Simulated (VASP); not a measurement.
Write the native input for VASP 6.6.1 that does the following.

```
Task                   : relaxation of shape and atoms at fixed volume
Functional             : r2SCAN
Potentials or basis    : VASP PAW PBE potentials, release 64 (Mg)
Cutoff                 : 600 eV
k mesh                 : 16 × 16 × 10
Occupations            : gaussian, width 0.05 eV
Spin                   : no spin polarisation
Dipole correction      : no
Further INCAR settings : ALGO = Normal; EDIFF = 1e-06; IBRION = 2; EDIFFG = -0.01; NSW = 60; ISIF = 4
```

Crystal: Mg.

```xyz
2
Lattice="3.1428 0.0000 0.0000 -1.5714 2.7218 0.0000 0.0000 0.0000 5.0672" Properties=species:S:1:pos:R:3 pbc="T T T"
Mg    0.0000    1.8145    1.2668
Mg    1.5714    0.9073    3.8004
```

This cell differs from its parent crystal: volume scaled by 0.960.

The input as run:

POSCAR

```
Mg
1.0
    3.1428346723      0.0000000000      0.0000000000
   -1.5714173362      2.7217746661      0.0000000000
    0.0000000000      0.0000000000      5.0672002045
Mg
2
Direct
    0.3333333333      0.6666666667      0.2500000000
    0.6666666667      0.3333333333      0.7500000000
```

INCAR.step1

```
SYSTEM = Mg
  PREC = Accurate
  ENCUT = 600
  ISMEAR = 0
  SIGMA = 0.05
  LREAL = .FALSE.
  LASPH = .TRUE.
  NELM = 80
  GGA = PE
  ALGO = Normal
  EDIFF = 1E-4
  LWAVE = .TRUE.
  LCHARG = .FALSE.
```

INCAR.step2

```
SYSTEM = Mg
  PREC = Accurate
  ENCUT = 600
  EDIFF = 1E-6
  ISMEAR = 0
  SIGMA = 0.05
  LREAL = .FALSE.
  LASPH = .TRUE.
  NELM = 80
  ALGO = Normal
  ISIF = 4
  LWAVE = .FALSE.
  LCHARG = .FALSE.
  METAGGA = R2SCAN
  LMIXTAU = .TRUE.
  IBRION = 2
  NSW = 60
  EDIFFG = -0.01
  ISTART = 1
```

KPOINTS

```
regular mesh
0
G
  16 16 10
  0 0 0
```

Potentials or basis: VASP PAW PBE potentials, release 64 (Mg).

Command:

```bash
$ cat potpaw_PBE.64/Mg/POTCAR > POTCAR
$ cp INCAR.step1 INCAR
$ mpirun -np 1 vasp_std > vasp.out
$ cp INCAR.step2 INCAR
$ mpirun -np 1 vasp_std > vasp.out
```

Results of the run:

The pressure after relaxing is 1.5 GPa and the band gap on the k mesh is zero (band 2 reaches 3.98 eV, above the bottom of band 3 at 1.83 eV).

Caveat: the relaxation stopped at its first step, so nothing moved; the PAW data sets were made with another functional, which shifts forces and pressure a little.

Wall time 4.1 min on 1 thread of AMD EPYC 9755 128-Core Processor (shared host), peak memory 0.19 GiB.
